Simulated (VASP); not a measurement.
# W (Im-3m) in VASP: a series of runs

Runs on W. Level: PBEsol. Tasks: relaxation of cell and atoms, single point.

All numbers are computed with VASP 6.6.1; they aren't measurements. Logs are shortened: lines on timing, memory, paths and dates and some standing lists are left out, and cuts for length are marked.

## (1) The cell of the first run

Symmetry: Im-3m, No. 229, cubic system. The conventional cell has a = 3.157 Å, b = 3.157 Å, c = 3.157 Å, α = 90.00°, β = 90.00°, γ = 90.00°. Within 3.6 Å of W (site symmetry m-3m) lie 14 W at 2.73 to 3.16 Å.

## (2) Relaxation of cell and atoms, PBEsol

File INCAR:

```
SYSTEM = W
PREC     = Accurate       ! precision mode
ENCUT    = 600            ! plane-wave cutoff, eV
EDIFF    = 1E-6           ! SCF threshold, eV
ISMEAR   = -1             ! smearing method
SIGMA    = 0.1            ! smearing width, eV
LREAL    = .False.        ! projectors in reciprocal space
LASPH    = .True.         ! aspherical terms in the spheres
NELM     = 60             ! most SCF steps
ALGO     = Normal         ! electronic algorithm
ISIF     = 3              ! what is computed and relaxed
LWAVE    = .False.        ! write WAVECAR
LCHARG   = .False.        ! write CHGCAR
GGA      = PS             ! functional
IBRION   = 2              ! ionic algorithm
NSW      = 60             ! ionic steps
EDIFFG   = -0.005         ! ionic threshold
```

File KPOINTS:

```
regular mesh
0
Gamma
  19 19 19
  0 0 0
```

File POSCAR:

```
W
1.0
   -1.5784212184      1.5784212184      1.5784212184
    1.5784212184     -1.5784212184      1.5784212184
    1.5784212184      1.5784212184     -1.5784212184
W
1
Direct
    0.0000000000      0.0000000000      0.0000000000
```

Potentials or basis: VASP PAW PBE potentials, release 64 (W_sv).

The run is started by

```console
$ cat potpaw_PBE.64/W_sv/POTCAR > POTCAR
$ mpirun -np 1 vasp_std > vasp.out
```

OUTCAR:

```text
SYSTEM = W
   PREC = Accurate
   ENCUT = 600
   EDIFF = 1E-6
   ISMEAR = -1
   LREAL = .False.
   LASPH = .True.
   NELM = 60
   ISIF = 3
   GGA = PS
   IBRION = 2
   NSW = 60
   EDIFFG = -0.005

 ion  position               nearest neighbor table
   1  0.000  0.000  0.000-

  LATTYP: Found a body centered cubic cell.
 ALAT       =     3.1568424368

  Lattice vectors:

 A1 = (  -1.5784212184,   1.5784212184,   1.5784212184)
 A2 = (   1.5784212184,  -1.5784212184,   1.5784212184)
 A3 = (   1.5784212184,   1.5784212184,  -1.5784212184)

Analysis of symmetry for initial positions (statically):
=====================================================================
 Subroutine PRICEL returns:
 Original cell was already a primitive cell.

 Routine SETGRP: Setting up the symmetry group for a
 body centered cubic supercell.

 Subroutine GETGRP returns: Found 48 space group operations
 (whereof 48 operations were pure point group operations)
 out of a pool of 48 trial point group operations.

The static configuration has the point symmetry O_h .

Analysis of symmetry for dynamics (positions and initial velocities):
=====================================================================
 Subroutine PRICEL returns:
 Original cell was already a primitive cell.

 Routine SETGRP: Setting up the symmetry group for a
 body centered cubic supercell.

 Subroutine GETGRP returns: Found 48 space group operations
 (whereof 48 operations were pure point group operations)
 out of a pool of 48 trial point group operations.

The dynamic configuration has the point symmetry O_h .

 Subroutine INISYM returns: Found 48 space group operations
 (whereof 48 operations are pure point group operations),
 and found     1 'primitive' translations

----------------------------------------------------------------------------------------

                                     Primitive cell

  volume of cell :      15.7300

  direct lattice vectors                    reciprocal lattice vectors
    -1.578421218  1.578421218  1.578421218     0.000000000  0.316772224  0.316772224
     1.578421218 -1.578421218  1.578421218     0.316772224  0.000000000  0.316772224
[... 98 lines left out ...]
   ISMEAR =    -1;   SIGMA  =   0.10  broadening in eV -4-tet -1-fermi 0-gaus
   EFERMI_NEDOS =   21; number of points for ismear=-14 and -15
   IALGO  =     38    algorithm
   IMIX   =      4    mixing-type and parameters
     AMIX     =   0.40;   BMIX     =  1.00
     AMIX_MAG =   1.60;   BMIX_MAG =  1.00
  volume/ion in A,a.u.               =      15.73       106.15
  Fermi-wavevector in a.u.,A,eV,Ry     =   1.574737  2.975821 33.739666  2.479796
  Thomas-Fermi vector in A             =   2.675826
   LORBIT       =      0    0 simple, 1 ext, 2 COOP (PROOUT), +10 PAW based schemes
   GGA     = PS    functional components
   LHFCALC =     F    Hartree Fock is set to
   AEXX    =    0.0000 exact exchange contribution
   IVDW    =     0    specifies the selected vdW correction
   LEPSILON=     F    determine dielectric tensor
   LRPA    =     F    only Hartree local field effects (RPA)
 conjugate gradient relaxation of ions
 non-spin polarized calculation
  energy-cutoff  :      600.00
  volume of cell :       15.73
 maximum number of plane-waves:       543
 NGX is ok and might be reduce to    24
   NGX = 11   NGY = 11   NGZ = 11

--------------------------------------- Ionic step        1  -------------------------------------------

 number of electron      14.0000001 magnetization

 Free energy of the ion-electron system (eV)
  ---------------------------------------------------
  ext. energy  EPLUGINS =         0.00000000
  ---------------------------------------------------
  free energy    TOTEN  =       -13.81370889 eV

  energy without entropy =      -13.79955997  energy(sigma->0) =      -13.80663443

------------------------ aborting loop because EDIFF is reached ----------------------------------------

  FORCE on cell =-STRESS in cart. coord.  units (eV):
  Direction    XX          YY          ZZ          XY          YZ          ZX
  --------------------------------------------------------------------------------------
  -------------------------------------------------------------------------------------
  Total       -0.0198876     -0.0198876     -0.0198876     -0.0000000     -0.0000000      0.0000000
  in kB       -2.0256471     -2.0256471     -2.0256471     -0.0000000     -0.0000000      0.0000000
  external PRESSURE =      -2.0256471 kB  Pullay stress =       0.0000000 kB
[... 92 lines left out ...]
--------------------------------------- Ionic step        4  -------------------------------------------

 number of electron      14.0000001 magnetization

 Free energy of the ion-electron system (eV)
  ---------------------------------------------------
  ext. energy  EPLUGINS =         0.00000000
  ---------------------------------------------------
  free energy    TOTEN  =       -13.81371450 eV

  energy without entropy =      -13.79957344  energy(sigma->0) =      -13.80664397

 E-fermi :  11.3678     XC(G=0): -13.8065

 val. band max:       11.3589833215   @ k =  -0.3158   0.3158   0.2105
 cond. band min:      11.4233073474   @ k =  -0.4737   0.4737   0.2105
 fundamental gap:      0.0643240259
 Fermi energy:        11.3678498636

 k-point     1 :       0.0000    0.0000    0.0000
  band No.  band energies     occupation
      1     -62.7407      2.00000
      2     -26.2862      2.00000
      3     -26.2862      2.00000
      4     -26.2862      2.00000
      5       1.6943      2.00000
      6      10.1453      1.99999
      7      10.1453      1.99999
      8      10.1453      1.99999
      9      13.6484      0.00000
     10      13.6484      0.00000
     11      25.9524      0.00000
[... 309 lines left out ...]
 k-point    24 :       0.3158    0.1053    0.0000
  band No.  band energies     occupation
      1     -62.6188      2.00000
      2     -27.3973      2.00000
      3     -26.6820      2.00000
      4     -26.3457      2.00000
      5       5.4382      2.00000
      6       8.1505      2.00000
      7       9.8459      2.00000
      8      13.2733      0.00000
      9      14.4648      0.00000
     10      16.3100      0.00000
     11      23.9758      0.00000

 [... further k-points ...]

------------------------ aborting loop because EDIFF is reached ----------------------------------------

  FORCE on cell =-STRESS in cart. coord.  units (eV):
  Direction    XX          YY          ZZ          XY          YZ          ZX
  --------------------------------------------------------------------------------------
  -------------------------------------------------------------------------------------
  Total       -0.0026559     -0.0026559     -0.0026559     -0.0000000     -0.0000000      0.0000000
  in kB       -0.2706310     -0.2706310     -0.2706310     -0.0000000     -0.0000000      0.0000000
  external PRESSURE =      -0.2706310 kB  Pullay stress =       0.0000000 kB
[... 16 lines left out ...]
  FREE ENERGIE OF THE ION-ELECTRON SYSTEM (eV)
  ---------------------------------------------------
  free  energy   TOTEN  =       -13.8137144959 eV

  energy  without entropy=      -13.7995734386  energy(sigma->0) =      -13.80664397

 reached required accuracy - stopping structural energy minimisation
```

OSZICAR:

```text
N       E                     dE             d eps       ncg     rms          rms(c)
DAV:   1     0.840897748490E+02    0.84090E+02   -0.84829E+03  4848   0.159E+03
DAV:   2    -0.127391030413E+02   -0.96829E+02   -0.93244E+02  5203   0.359E+02
DAV:   3    -0.144917316557E+02   -0.17526E+01   -0.17315E+01  5492   0.466E+01
DAV:   4    -0.145008493427E+02   -0.91177E-02   -0.91157E-02  5246   0.374E+00
[... 19 lines left out ...]
DAV:   4    -0.138137150573E+02    0.75253E-06   -0.68485E-06  4995   0.353E-02
   3 F= -.13813715E+02 E0= -.13806647E+02  d E =-.616930E-05
       N       E                     dE             d eps       ncg     rms          rms(c)
DAV:   1    -0.138137203367E+02   -0.45269E-05   -0.12624E-04  5029   0.181E-01    0.326E-02
DAV:   2    -0.138137153760E+02    0.49607E-05   -0.75498E-06  4975   0.378E-02    0.738E-03
DAV:   3    -0.138137144959E+02    0.88016E-06   -0.23746E-06  4858   0.207E-02
   4 F= -.13813714E+02 E0= -.13806644E+02  d E =-.560790E-05
```

CONTCAR:

```text
W
   1.00000000000000
    -1.5782013066372911    1.5782013066372911    1.5782013066372911
     1.5782013066372911   -1.5782013066372911    1.5782013066372911
     1.5782013066372911    1.5782013066372911   -1.5782013066372911
  W
     1
Direct
     0.0000000000000000    0.0000000000000000    0.0000000000000000

  0.00000000E+00  0.00000000E+00  0.00000000E+00
```

Wall time 96 s (1 thread of Intel Xeon Platinum 8259CL at 2.50GHz (Skylake/Cascade Lake), shared host); peak memory 0.18 GiB.

Results:

- Free energy: -13.8137 eV
- Relaxed volume: 15.72 Å³/atom
- Relaxed cell: a = 2.734 Å, b = 2.734 Å, c = 2.734 Å, α = 109.47°, β = 109.47°, γ = 109.47°
- Space group after relaxing (to 0.05 Å): Im-3m (No. 229)
- Energy gained by relaxing: 0.0 meV/atom
- Ionic steps: 4
- Pressure after relaxing: 0.0 GPa
- Band gap on the k mesh: zero (band 7 reaches 16.28 eV, above the bottom of band 8 at 10.15 eV)

Final structure:
```yaml
crystal:
  lattice:
    - [-1.57820, 1.57820, 1.57820]
    - [1.57820, -1.57820, 1.57820]
    - [1.57820, 1.57820, -1.57820]
  atoms:
    - { symbol: W, position: [0.00000, 0.00000, 0.00000] }
```

Caveat: the PAW data sets were made with another functional, which shifts forces and pressure a little; spin-orbit coupling is left out, which moves the levels of the heavy elements.

[end of part 1 of 2]
